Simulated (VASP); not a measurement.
# Te2Mo in VASP: a series of runs, part 2 of 2

VASP 6.6.1. The steps go on from the part before.

## (3) Single point, PBEsol

Input file INCAR:

```
SYSTEM = Te2Mo
PREC = Accurate
ENCUT = 520
EDIFF = 1E-6
ISMEAR = -1
SIGMA = 0.05
LREAL = .False.
LASPH = .True.
NELM = 60
ALGO = Normal
ISIF = 2
LWAVE = .False.
LCHARG = .True.
GGA = PS
LELF = .True.
LVHAR = .True.
NBANDS = 35
```

Input file KPOINTS:

```
regular mesh
0
Gamma
  7 7 1
  0 0 0
```

Input file POSCAR:

```
Te2Mo
1.0
    3.5603920000      0.0000000000      0.0000000000
   -1.7801960000      3.0833900000      0.0000000000
    0.0000000000      0.0000000000     24.8112620000
Te Mo
4 2
Direct
    0.3333333333      0.6666666667      0.0793710000
    0.6666666667      0.3333333333      0.7763610000
    0.6666666667      0.3333333333      0.9206290000
    0.3333333333      0.6666666667      0.2236390000
    0.3333333333      0.6666666667      0.8484590000
    0.6666666667      0.3333333333      0.1515410000
```

Potentials or basis: VASP PAW PBE potentials, release 64 (Te, Mo_sv).

Launch:

```console
> cat potpaw_PBE.64/Te/POTCAR potpaw_PBE.64/Mo_sv/POTCAR > POTCAR
> mpirun -np 1 vasp_std > vasp.out
```

Run time: 2.2 min. Hardware: 1 thread of Intel Xeon Platinum 8259CL at 2.50GHz (Skylake/Cascade Lake), shared host; peak memory 0.4 GiB.

Results (log left out):

```yaml
Free_energy: -39.2275 eV
Largest_force: 0.137 eV/Å
Band_gap_on_the_k_mesh: 1.30 eV, indirect (least direct gap 1.34 eV)
```

Forces on the atoms (eV/Å):
```
Te   0.000  0.000  0.074
Te   0.000  0.000  0.137
Te   0.000  0.000 -0.074
Te   0.000  0.000 -0.137
Mo   0.000  0.000  0.006
Mo   0.000  0.000 -0.006
```

Levels at points of the mesh, in eV from the valence-band top:
```csv
k point,band 22,band 23,band 24,band 25,band 26,band 27,band 28,band 29,band 30,band 31
"(0.00, 0.00, 0.00)",-0.81,-0.81,-0.81,-0.40,0.00,3.15,3.15,3.17,3.17,3.44
```

Caveat: the PAW data sets were made with another functional, which shifts forces and pressure a little; spin-orbit coupling is left out, which moves the levels of the heavy elements.

## (4) Single point, PBEsol

Input file INCAR:

```
SYSTEM = Te2Mo
PREC = Accurate
ENCUT = 520
EDIFF = 1E-6
ISMEAR = -1
SIGMA = 0.05
LREAL = .FALSE.
LASPH = .TRUE.
NELM = 80
ALGO = Normal
ISIF = 2
LWAVE = .FALSE.
LCHARG = .FALSE.
GGA = PS
NBANDS = 35
```

Input file KPOINTS:

```
regular mesh
0
G
  9 9 2
  0 0 0
```

POSCAR is that of step 3.

Potentials or basis: VASP PAW PBE potentials, release 64 (Te, Mo_sv).

Launch:

```console
> cat potpaw_PBE.64/Te/POTCAR potpaw_PBE.64/Mo_sv/POTCAR > POTCAR
> mpirun -np 1 vasp_std > vasp.out
```

OUTCAR:

```text
SYSTEM = Te2Mo
   PREC = Accurate
   ENCUT = 520
   EDIFF = 1E-6
   ISMEAR = -1
   LREAL = .FALSE.
   LASPH = .TRUE.
   NELM = 80
   ISIF = 2
   GGA = PS

 ion  position               nearest neighbor table
   1  0.333  0.667  0.079-   6 2.73   6 2.73   6 2.73   4 3.58
   2  0.667  0.333  0.776-   5 2.72   5 2.72   5 2.72   3 3.58
   3  0.667  0.333  0.921-   5 2.73   5 2.73   5 2.73   2 3.58
   4  0.333  0.667  0.224-   6 2.72   6 2.72   6 2.72   1 3.58
[... 1118 lines left out ...]
  -------------------------------------------------------------------------------------
  Total       -3.1353693     -3.1353695     -1.2855971      0.0000000     -0.0000000     -0.0000000
  in kB      -18.4426853    -18.4426862     -7.5620639      0.0000000     -0.0000000     -0.0000000
  external PRESSURE =     -14.8158118 kB  Pullay stress =       0.0000000 kB

 VOLUME and BASIS-vectors are now :
 -----------------------------------------------------------------------------
  energy-cutoff  :      520.00
  volume of cell :      272.38
      direct lattice vectors                 reciprocal lattice vectors
     3.560392000  0.000000000  0.000000000     0.280867949  0.162159182  0.000000000
    -1.780196000  3.083390000  0.000000000     0.000000000  0.324318364  0.000000000
     0.000000000  0.000000000 24.811262000     0.000000000  0.000000000  0.040304278

 POSITION                                       TOTAL-FORCE (eV/Angst)
 -----------------------------------------------------------------------------------
     -0.00000      2.05559      1.96929         0.000000      0.000000      0.073091
      1.78020      1.02780     19.26250         0.000000     -0.000000      0.135913
      1.78020      1.02780     22.84197        -0.000000      0.000000     -0.073091
     -0.00000      2.05559      5.54877        -0.000000      0.000000     -0.135913
     -0.00000      2.05559     21.05134        -0.000000      0.000000      0.005672
      1.78020      1.02780      3.75992        -0.000000     -0.000000     -0.005672
 -----------------------------------------------------------------------------------
    total drift:                               -0.000000      0.000000      0.000000

  FREE ENERGIE OF THE ION-ELECTRON SYSTEM (eV)
  ---------------------------------------------------
  free  energy   TOTEN  =       -39.2283731255 eV

  energy  without entropy=      -39.2283689820  energy(sigma->0) =      -39.22837105
```

stdout:

```text
POSCAR found type information on POSCAR TeMo
 POSCAR found :  2 types and       6 ions
 scaLAPACK will be used
 -----------------------------------------------------------------------------
|                                                                             |
|                                                                             |
|     You enforced a specific xc type in the INCAR file but a different       |
|     I HOPE YOU KNOW WHAT YOU ARE DOING!                                     |
|                                                                             |
 -----------------------------------------------------------------------------

 LDA part: xc-table for (Slater+PW92), standard interpolation
 POSCAR, INCAR and KPOINTS ok, starting setup
 FFT: planning ... GRIDC
 FFT: planning ... GRID_SOFT
 FFT: planning ... GRID
 WAVECAR not read
 entering main loop
```

Run time: 5.7 min. Hardware: 1 thread of Intel Xeon Platinum 8259CL at 2.50GHz (Skylake/Cascade Lake), shared host; peak memory 0.49 GiB.

Results:

| Property | Result |
| --- | --- |
| Free energy | -39.2284 eV |
| Largest force | 0.136 eV/Å |
| Band gap on the k mesh | 1.02 eV, direct |

Forces on the atoms (eV/Å):
```
Te   0.000  0.000  0.073
Te   0.000  0.000  0.136
Te   0.000  0.000 -0.073
Te   0.000  0.000 -0.136
Mo   0.000  0.000  0.006
Mo   0.000  0.000 -0.006
```

Levels at points of the mesh, in eV from the valence-band top:
```tsv
k point	band 23	band 24	band 25	band 26	band 27	band 28	band 29	band 30
(0.00, 0.00, 0.00)	-0.92	-0.92	-0.52	-0.11	3.04	3.04	3.06	3.06
(0.00, 0.00, 0.50)	-0.92	-0.92	-0.52	-0.11	3.04	3.04	3.06	3.06
```

Caveat: the PAW data sets were made with another functional, which shifts forces and pressure a little; spin-orbit coupling is left out, which moves the levels of the heavy elements.

## (5) Overview

| k mesh | gap on the mesh (eV) | largest force (eV/Å) |
| --- | --- | --- |
| 6 × 6 × 1 | 1.02 | 0.13 |
| 7 × 7 × 1 | 1.30 | 0.14 |
| 9 × 9 × 2 | 1.02 | 0.14 |

Alike in all rows: task single point; level PBEsol; potentials or basis VASP PAW PBE potentials, release 64 (Te, Mo_sv); no spin polarisation; cell as given; cutoff (eV) 520; smearing fermi-dirac 0.05 eV.

On the cell as given the gap runs from 1.02 eV (PBEsol) to 1.30 eV (PBEsol); the meshes differ, which moves gaps too.

Caveats: the PAW data sets were made with another functional, which shifts forces and pressure a little; spin-orbit coupling is left out, which moves the levels of the heavy elements.

Absolute energies hang on the potentials; compare differences alone.
